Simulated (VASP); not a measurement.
# TiO2 (I4_1/amd) in VASP: a series of runs, part 2 of 2

VASP 6.6.1.

**3. Single point, r2SCAN**

This run uses another cell than the first one, of 11.40 Å³/atom.

The input, POSCAR:

```
TiO2
1.0
   -1.8888988098      1.8888988098      4.7917154541
    1.8888988098     -1.8888988098      4.7917154541
    1.8888988098      1.8888988098     -4.7917154541
Ti O
2 4
Direct
    0.7500000000      0.2500000000      0.5000000000
    0.0000000000      0.0000000000      0.0000000000
    0.5427139634      0.0427139634      0.5000000000
    0.7927139634      0.7927139634      0.0000000000
    0.2072860366      0.2072860366      0.0000000000
    0.9572860366      0.4572860366      0.5000000000
```

The input, INCAR.step1:

```
SYSTEM = TiO2
PREC = Accurate
ENCUT = 520
ISMEAR = 0
SIGMA = 0.01
LREAL = .False.
LASPH = .True.
NELM = 100
NBANDS = 33
GGA = PE
ALGO = Normal
EDIFF = 1E-4
LWAVE = .True.
LCHARG = .False.
```

The input, INCAR.step2:

```
SYSTEM = TiO2
PREC = Accurate
ENCUT = 520
EDIFF = 1E-7
ISMEAR = 0
SIGMA = 0.01
LREAL = .False.
LASPH = .True.
NELM = 100
ALGO = Normal
ISIF = 2
LWAVE = .False.
LCHARG = .True.
METAGGA = R2SCAN
LMIXTAU = .True.
LELF = .True.
LVHAR = .True.
NBANDS = 33
ISTART = 1
```

The input, KPOINTS:

```
regular mesh
0
Gamma
  8 8 8
  0 0 0
```

Potentials or basis: VASP PAW PBE potentials, release 64 (Ti_sv, O).

Run with:

```console
cat potpaw_PBE.64/Ti_sv/POTCAR potpaw_PBE.64/O/POTCAR > POTCAR
cp INCAR.step1 INCAR
mpirun -np 1 vasp_std > vasp.out
cp INCAR.step2 INCAR
mpirun -np 1 vasp_std > vasp.out
```

OUTCAR:

```text
SYSTEM = TiO2
   PREC = Accurate
   ENCUT = 520
   EDIFF = 1E-7
   ISMEAR = 0
   LREAL = .False.
   LASPH = .True.
   NELM = 100
   ISIF = 2
   METAGGA = R2SCAN
   ISTART = 1

 ion  position               nearest neighbor table
   1  0.750  0.250  0.500-   4 1.93   5 1.93   4 1.93   5 1.93   3 1.99   6 1.99
   2  0.000  0.000  0.000-   3 1.93   6 1.93   3 1.93   6 1.93   5 1.99   4 1.99
   3  0.543  0.043  0.500-   2 1.93   2 1.93   1 1.99
   4  0.793  0.793  0.000-   1 1.93   1 1.93   2 1.99
   5  0.207  0.207  0.000-   1 1.93   1 1.93   2 1.99
   6  0.957  0.457  0.500-   2 1.93   2 1.93   1 1.99

  LATTYP: Found a body centered tetragonal cell.
 ALAT       =     3.7777976196
 C/A-ratio  =     2.5367772107

  Lattice vectors:

 A1 = (  -1.8888988098,   1.8888988098,   4.7917154541)
 A2 = (   1.8888988098,  -1.8888988098,   4.7917154541)
 A3 = (   1.8888988098,   1.8888988098,  -4.7917154541)

Analysis of symmetry for initial positions (statically):
=====================================================================
 Subroutine PRICEL returns:
[... 185 lines left out ...]
 cond. band min:       5.5689957617   @ k =   0.0000   0.0000   0.0000
 fundamental gap:      2.5906720935
 Fermi energy:         3.1034973801

 k-point     1 :       0.0000    0.0000    0.0000
  band No.  band energies     occupation
      1     -55.5681      2.00000
      2     -55.5091      2.00000
      3     -30.9853      2.00000
      4     -30.7372      2.00000
      5     -30.7372      2.00000
      6     -30.6682      2.00000
[... 853 lines left out ...]
     32      10.0408      0.00000
     33      10.6611      0.00000

 [... further k-points ...]

------------------------ aborting loop because EDIFF is reached ----------------------------------------

  FORCE on cell =-STRESS in cart. coord.  units (eV):
  Direction    XX          YY          ZZ          XY          YZ          ZX
  --------------------------------------------------------------------------------------
  -------------------------------------------------------------------------------------
  Total        0.5556998      0.5556998      0.4641301      0.0000000      0.0000000      0.0000000
  in kB       13.0191436     13.0191436     10.8738147      0.0000000      0.0000000      0.0000000
  external PRESSURE =      12.3040339 kB  Pullay stress =       0.0000000 kB

 VOLUME and BASIS-vectors are now :
 -----------------------------------------------------------------------------
  energy-cutoff  :      520.00
  volume of cell :       68.39
      direct lattice vectors                 reciprocal lattice vectors
    -1.888898810  1.888898810  4.791715454     0.000000000  0.264704492  0.104346764
     1.888898810 -1.888898810  4.791715454     0.264704492  0.000000000  0.104346764
     1.888898810  1.888898810 -4.791715454     0.264704492  0.264704492  0.000000000

 POSITION                                       TOTAL-FORCE (eV/Angst)
 -----------------------------------------------------------------------------------
     -0.00000      1.88890      2.39586        -0.000000     -0.000000      0.000000
      0.00000      0.00000      0.00000        -0.000000     -0.000000      0.000000
     -0.00000      1.88890      0.40935        -0.000000      0.000000     -0.025841
      0.00000      0.00000      7.59692         0.000000     -0.000000     -0.025841
      0.00000      0.00000      1.98651         0.000000     -0.000000      0.025841
      0.00000      1.88890      4.38237        -0.000000      0.000000      0.025841
 -----------------------------------------------------------------------------------
    total drift:                               -0.000000     -0.000000     -0.000000

  FREE ENERGIE OF THE ION-ELECTRON SYSTEM (eV)
  ---------------------------------------------------
  free  energy   TOTEN  =       -69.8581034556 eV

  energy  without entropy=      -69.8581034556  energy(sigma->0) =      -69.85810346
```

Wall time 26 min (1 thread of Intel Xeon 8259CL, shared host); peak memory 0.34 GiB.

What came out:

```
Free energy            : -69.8581 eV
Pressure               : 1.2 GPa
Largest force          : 0.026 eV/Å
Band gap on the k mesh : 2.59 eV (least direct gap 2.90 eV)
```

Forces on the atoms (eV/Å):
```
Ti   0.000  0.000  0.000
Ti   0.000  0.000  0.000
O    0.000  0.000 -0.026
O    0.000  0.000 -0.026
O    0.000  0.000  0.026
O    0.000  0.000  0.026
```

Levels at points of the mesh, in eV from the valence-band top:
```tsv
k point	band 20	band 21	band 22	band 23	band 24	band 25	band 26	band 27	band 28	band 29
(0.00, 0.00, 0.00)	-0.80	-0.76	-0.76	-0.44	-0.44	2.59	3.31	4.50	4.50	4.51
(0.50, 0.00, 0.00)	-1.97	-1.92	-0.93	-0.84	-0.65	3.71	3.99	4.04	4.09	4.76
(0.50, 0.50, 0.00)	-2.68	-2.05	-2.05	-0.01	-0.01	3.77	3.77	4.24	4.24	5.37
(0.50, 0.50, 0.50)	-1.37	-1.26	-1.26	-0.09	-0.09	2.94	2.94	4.26	4.26	4.76
```

Caveat: the PAW data sets were made with another functional, which shifts forces and pressure a little. A k mesh can miss the band edges.
